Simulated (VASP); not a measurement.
# TeW (P4/mmm) in VASP: a series of runs

The runs below take TeW through single point, relaxation of cell and atoms, with PBE.

All numbers are computed with VASP 6.6.1; they aren't measurements. Logs are shortened: lines on timing, memory, paths and dates and some standing lists are left out, and cuts for length are marked.

**1. The cell of the first run**

The structure is tetragonal, space group P4/mmm (No. 123). Conventional cell: a = 3.393 Å, b = 3.393 Å, c = 4.447 Å, α = 90.00°, β = 90.00°, γ = 90.00°. Within 4.3 Å of Te (site symmetry 4/mmm) lie 8 W at 3.27 Å and 4 Te at 3.39 Å. Within 4.3 Å of W (site symmetry 4/mmm) lie 8 Te at 3.27 Å and 4 W at 3.39 Å.

**2. Single point, PBE**

The input, INCAR:

```
SYSTEM = TeW
  ALGO = Normal
  EDIFF = 1E-6
  ENCUT = 500
  GGA = PE
  GGA_COMPAT = .FALSE.
  ISIF = 2
  ISMEAR = 0
  LASPH = .TRUE.
  LCHARG = .FALSE.
  LREAL = .FALSE.
  LWAVE = .FALSE.
  NBANDS = 17
  NELM = 120
  PREC = Accurate
  SIGMA = 0.1
```

The input, KPOINTS:

```
k-points
0
G
  6 6 4
  0 0 0
```

The input, POSCAR:

```
TeW
1.0
    3.3928011140      0.0000000000      0.0000000000
    0.0000000000      3.3928011140      0.0000000000
    0.0000000000      0.0000000000      4.4469928887
Te W
1 1
Direct
    0.5000000000      0.5000000000      0.5000000000
    0.0000000000      0.0000000000      0.0000000000
```

Potentials or basis: VASP PAW PBE potentials, release 64 (Te, W_sv).

Command:

```
$ cat potpaw_PBE.64/Te/POTCAR potpaw_PBE.64/W_sv/POTCAR > POTCAR
$ mpirun -np 1 vasp_std > vasp.out
```

OUTCAR:

```text
SYSTEM = TeW
   EDIFF = 1E-6
   ENCUT = 500
   GGA = PE
   ISIF = 2
   ISMEAR = 0
   LASPH = .TRUE.
   LREAL = .FALSE.
   NELM = 120
   PREC = Accurate

 ion  position               nearest neighbor table
   1  0.500  0.500  0.500-   2 3.27   2 3.27   2 3.27   2 3.27   2 3.27   2 3.27   2 3.27   2 3.27

   2  0.000  0.000  0.000-   1 3.27   1 3.27   1 3.27   1 3.27   1 3.27   1 3.27   1 3.27   1 3.27

  LATTYP: Found a simple tetragonal cell.
 ALAT       =     3.3928011140
 C/A-ratio  =     1.3107142857

  Lattice vectors:

 A1 = (   3.3928011140,   0.0000000000,   0.0000000000)
 A2 = (   0.0000000000,   3.3928011140,   0.0000000000)
 A3 = (   0.0000000000,   0.0000000000,   4.4469928887)

Analysis of symmetry for initial positions (statically):
=====================================================================
 Subroutine PRICEL returns:
 Original cell was already a primitive cell.

 Routine SETGRP: Setting up the symmetry group for a
 simple tetragonal supercell.

 Subroutine GETGRP returns: Found 16 space group operations
 (whereof 16 operations were pure point group operations)
 out of a pool of 16 trial point group operations.

The static configuration has the point symmetry D_4h.

Analysis of symmetry for dynamics (positions and initial velocities):
=====================================================================
 Subroutine PRICEL returns:
 Original cell was already a primitive cell.

 Routine SETGRP: Setting up the symmetry group for a
 simple tetragonal supercell.

 Subroutine GETGRP returns: Found 16 space group operations
 (whereof 16 operations were pure point group operations)
 out of a pool of 16 trial point group operations.

The dynamic configuration has the point symmetry D_4h.

 Subroutine INISYM returns: Found 16 space group operations
 (whereof 16 operations are pure point group operations),
 and found     1 'primitive' translations

----------------------------------------------------------------------------------------

                                     Primitive cell

  volume of cell :      51.1898

  direct lattice vectors                    reciprocal lattice vectors
     3.392801114  0.000000000  0.000000000     0.294741709  0.000000000  0.000000000
     0.000000000  3.392801114  0.000000000     0.000000000  0.294741709  0.000000000
     0.000000000  0.000000000  4.446992889     0.000000000  0.000000000  0.224871059

  length of vectors
     3.392801114  3.392801114  4.446992889     0.294741709  0.294741709  0.224871059

[... 74 lines left out ...]
   ISPIN  =      1    spin polarized calculation?
   LNONCOLLINEAR =      F non collinear calculations
   LSORBIT =      F    spin-orbit coupling
   LASPH  =      T    aspherical Exc in radial PAW
   ENCUT  =  500.0 eV  36.75 Ry    6.06 a.u.   6.19  6.19  8.11*2*pi/ulx,y,z
   NELM   =    120;   NELMIN=  2; NELMDL= -5     # of ELM steps
   EDIFF  = 0.1E-05   stopping-criterion for ELM
   LREAL  =      F    real-space projection
   EDIFFG = 0.1E-04   stopping-criterion for IOM
   NSW    =      0    number of steps for IOM
   IBRION =     -1    ionic relax: 0-MD 1-quasi-New 2-CG
   NFREE  =      0    steps in history (QN), initial steepest desc. (CG)
   ISIF   =      2    stress and relaxation
   ISYM   =      2    0-nonsym 1-usesym 2-fastsym
   POTIM  = 0.5000    time-step for ionic-motion
   TEBEG  =    0.0;   TEEND  =   0.0 temperature during run
   PSTRESS=    0.0 pullay stress
   NELECT =      20.0000    total number of electrons
   NUPDOWN=      -1.0000    fix difference up-down
   EMIN   =  10.00;   EMAX   =-10.00  energy-range for DOS
   EFERMI =   0.00;   METHOD = LEGACY
   ISMEAR =     0;   SIGMA  =   0.10  broadening in eV -4-tet -1-fermi 0-gaus
   EFERMI_NEDOS =   21; number of points for ismear=-14 and -15
   IALGO  =     38    algorithm
   IMIX   =      4    mixing-type and parameters
     AMIX     =   0.40;   BMIX     =  1.00
     AMIX_MAG =   1.60;   BMIX_MAG =  1.00
  volume/ion in A,a.u.               =      25.59       172.72
  Fermi-wavevector in a.u.,A,eV,Ry     =   1.196806  2.261635 19.488231  1.432345
  Thomas-Fermi vector in A             =   2.332737
   LORBIT       =      0    0 simple, 1 ext, 2 COOP (PROOUT), +10 PAW based schemes
   GGA     = PE    functional components
   LHFCALC =     F    Hartree Fock is set to
   AEXX    =    0.0000 exact exchange contribution
   IVDW    =     0    specifies the selected vdW correction
   LEPSILON=     F    determine dielectric tensor
   LRPA    =     F    only Hartree local field effects (RPA)
 non-spin polarized calculation
 Gauss-broadening in eV      SIGMA  =   0.10
  energy-cutoff  :      500.00
  volume of cell :       51.19
 maximum number of plane-waves:      1328
 NGX is ok and might be reduce to    28
   NGX = 13   NGY = 13   NGZ = 17

 number of electron      19.9999999 magnetization

 Free energy of the ion-electron system (eV)
  ---------------------------------------------------
  ext. energy  EPLUGINS =         0.00000000
  ---------------------------------------------------
  free energy    TOTEN  =       -12.60095744 eV

  energy without entropy =      -12.57936490  energy(sigma->0) =      -12.59016117

 E-fermi :   7.6823     XC(G=0): -10.8202

 val. band max:        7.6680880670   @ k =   0.3333   0.3333   0.5000
 cond. band min:       7.6899714018   @ k =   0.5000   0.0000   0.5000
 fundamental gap:      0.0218833347
 Fermi energy:         7.6823305879

 k-point     1 :       0.0000    0.0000    0.0000
  band No.  band energies     occupation
      1     -66.8845      2.00000
      2     -31.0334      2.00000
      3     -30.9154      2.00000
      4     -30.9154      2.00000
      5      -5.4138      2.00000
      6       4.3308      2.00000
[... 457 lines left out ...]
      4     -30.9078      2.00000
      5      -3.7459      2.00000
      6       2.2887      2.00000
[... 9 lines left out ...]
     16      16.1143      0.00000
     17      16.4495      0.00000

 [... further k-points ...]
[... 5 lines left out ...]
  --------------------------------------------------------------------------------------
  -------------------------------------------------------------------------------------
  Total       -5.7332522     -5.7332522     -8.9796584      0.0000000     -0.0000000      0.0000000
  in kB     -179.4437735   -179.4437735   -281.0523091      0.0000000     -0.0000000      0.0000000
  external PRESSURE =    -213.3132853 kB  Pullay stress =       0.0000000 kB

 VOLUME and BASIS-vectors are now :
 -----------------------------------------------------------------------------
  energy-cutoff  :      500.00
  volume of cell :       51.19
      direct lattice vectors                 reciprocal lattice vectors
     3.392801114  0.000000000  0.000000000     0.294741709  0.000000000  0.000000000
     0.000000000  3.392801114  0.000000000     0.000000000  0.294741709  0.000000000
     0.000000000  0.000000000  4.446992889     0.000000000  0.000000000  0.224871059

 POSITION                                       TOTAL-FORCE (eV/Angst)
 -----------------------------------------------------------------------------------
      1.69640      1.69640      2.22350         0.000000      0.000000      0.000000
      0.00000      0.00000      0.00000         0.000000      0.000000      0.000000
 -----------------------------------------------------------------------------------
    total drift:                               -0.000000      0.000000     -0.000000

  FREE ENERGIE OF THE ION-ELECTRON SYSTEM (eV)
  ---------------------------------------------------
  free  energy   TOTEN  =       -12.6009574434 eV

  energy  without entropy=      -12.5793648953  energy(sigma->0) =      -12.59016117
```

OSZICAR:

```text
N       E                     dE             d eps       ncg     rms          rms(c)
DAV:   1     0.124988618863E+03    0.12499E+03   -0.95378E+03  1020   0.110E+03
DAV:   2    -0.918585114618E+01   -0.13417E+03   -0.13102E+03  1314   0.290E+02
DAV:   3    -0.133752411670E+02   -0.41894E+01   -0.41513E+01  1170   0.483E+01
DAV:   4    -0.134254243013E+02   -0.50183E-01   -0.50170E-01  1159   0.590E+00
DAV:   5    -0.134264948772E+02   -0.10706E-02   -0.10705E-02  1185   0.863E-01    0.118E+01
DAV:   6    -0.127877385967E+02    0.63876E+00   -0.49691E+00  1060   0.121E+01    0.480E+00
DAV:   7    -0.126284841629E+02    0.15925E+00   -0.83037E-01  1052   0.400E+00    0.284E+00
DAV:   8    -0.126012220121E+02    0.27262E-01   -0.14158E-01  1111   0.222E+00    0.142E+00
DAV:   9    -0.126011153060E+02    0.10671E-03   -0.25390E-03  1096   0.308E-01    0.975E-01
DAV:  10    -0.126009519079E+02    0.16340E-03   -0.11692E-03  1061   0.301E-01    0.190E-01
DAV:  11    -0.126009603942E+02   -0.84863E-05   -0.46187E-05  1282   0.542E-02    0.542E-02
DAV:  12    -0.126009579627E+02    0.24314E-05   -0.50992E-06  1025   0.152E-02    0.110E-02
DAV:  13    -0.126009574434E+02    0.51934E-06   -0.23223E-07   536   0.483E-03
   1 F= -.12600957E+02 E0= -.12590161E+02  d E =-.215925E-01
```

It took 17 s on 1 thread of Intel Xeon Platinum 8259CL at 2.50GHz (Skylake/Cascade Lake), shared host; peak memory 0.18 GiB.

Results:

```
Free energy            : -12.6010 eV
Pressure               : -21.3 GPa
Band gap on the k mesh : zero (band 10 reaches 9.29 eV, above the bottom of band 11 at 6.64 eV)
```

Stress tensor (GPa, compression positive):
```
-17.94   0.00   0.00
  0.00 -17.94   0.00
  0.00   0.00 -28.11
```

Caveat: spin-orbit coupling is left out, which moves the levels of the heavy elements.

**3. Relaxation of cell and atoms, PBE**

The input, INCAR:

```
SYSTEM = TeW
ALGO = Normal
EDIFF = 1E-7
EDIFFG = -0.04
ENCUT = 500
GGA = PE
GGA_COMPAT = .False.
IBRION = 2
ISIF = 3
ISMEAR = 0
LASPH = .True.
LCHARG = .False.
LREAL = .False.
LWAVE = .False.
NELM = 120
NELMIN = 4
NSW = 90
PREC = Accurate
SIGMA = 0.1
```

The input, KPOINTS:

```
k-points
0
Gamma
  6 6 4
  0 0 0
```

POSCAR is that of step 2.

Potentials or basis: VASP PAW PBE potentials, release 64 (Te, W_sv).

Command:

```
$ cat potpaw_PBE.64/Te/POTCAR potpaw_PBE.64/W_sv/POTCAR > POTCAR
$ mpirun -np 1 vasp_std > vasp.out
```

Wall time 2.6 min (1 thread of Intel Xeon Platinum 8259CL at 2.50GHz (Skylake/Cascade Lake), shared host); peak memory 0.19 GiB.

The run converged. Its results:

| Quantity | Value |
| --- | --- |
| Free energy | -14.5670 eV |
| Relaxed volume | 18.57 Å³/atom |
| Relaxed cell | a = 3.354 Å, b = 3.354 Å, c = 3.301 Å, α = 90.00°, β = 90.00°, γ = 90.00° |
| Space group after relaxing (to 0.05 Å) | P4/mmm (No. 123) |
| Energy gained by relaxing | 983.0 meV/atom |
| Ionic steps | 13 |
| Pressure after relaxing | 0.1 GPa |
| Band gap on the k mesh | zero (band 10 reaches 13.65 eV, above the bottom of band 11 at 11.76 eV) |

The path:
```csv
step,energy change (eV),largest force (eV/Å),pressure (GPa),volume (Å³)
1,0.0000,0.0000,-21.33,51.19
2,-0.0499,0.0000,70.66,29.78
3,-1.2665,0.0000,1.66,38.11
4,-1.2679,0.0000,2.52,37.87
5,-1.8556,0.0000,5.53,36.15
6,-1.8994,0.0000,7.99,35.72
7,-1.8568,0.0000,13.99,34.77
8,-1.9063,0.0000,9.72,35.43
9,-1.7835,0.0000,-12.85,40.68
10,-1.9658,0.0000,-0.47,37.26
11,-1.9659,0.0000,-0.20,37.20
12,-1.9659,0.0000,-0.03,37.17
13,-1.9661,0.0000,0.13,37.13
```

Final structure:
```
CELL_PARAMETERS angstrom
3.35399 0.00000 0.00000
0.00000 3.35399 0.00000
0.00000 0.00000 3.30083
ATOMIC_POSITIONS crystal
Te 0.50000 0.50000 0.50000
W 0.00000 0.00000 0.00000
```

Levels at points of the mesh, in eV from the Fermi level:
| k point | band 6 | band 7 | band 8 | band 9 | band 10 | band 11 | band 12 | band 13 | band 14 |
| --- | --- | --- | --- | --- | --- | --- | --- | --- | --- |
| (0.00, 0.00, 0.00) | -3.49 | -3.49 | -1.54 | -1.54 | -1.20 | 0.46 | 0.57 | 0.57 | 2.45 |
| (0.50, 0.00, 0.00) | -9.19 | -3.50 | -3.22 | -2.75 | 0.71 | 1.81 | 4.42 | 5.18 | 5.47 |
| (0.50, 0.50, 0.00) | -6.28 | -6.28 | -4.03 | -0.92 | -0.92 | 0.96 | 1.18 | 2.12 | 2.74 |
| (0.00, 0.00, 0.50) | -9.18 | -3.46 | -3.46 | -2.69 | 0.63 | 2.08 | 4.43 | 5.10 | 5.10 |
| (0.50, 0.00, 0.50) | -6.32 | -6.19 | -3.93 | -1.11 | -1.04 | 0.71 | 1.00 | 2.20 | 3.00 |
| (0.50, 0.50, 0.50) | -7.25 | -7.19 | -7.19 | 1.32 | 1.32 | 1.37 | 2.27 | 2.37 | 4.30 |

Caveat: the volume moved by over 15 % at a fixed basis, so the end points are rough; spin-orbit coupling is left out, which moves the levels of the heavy elements.
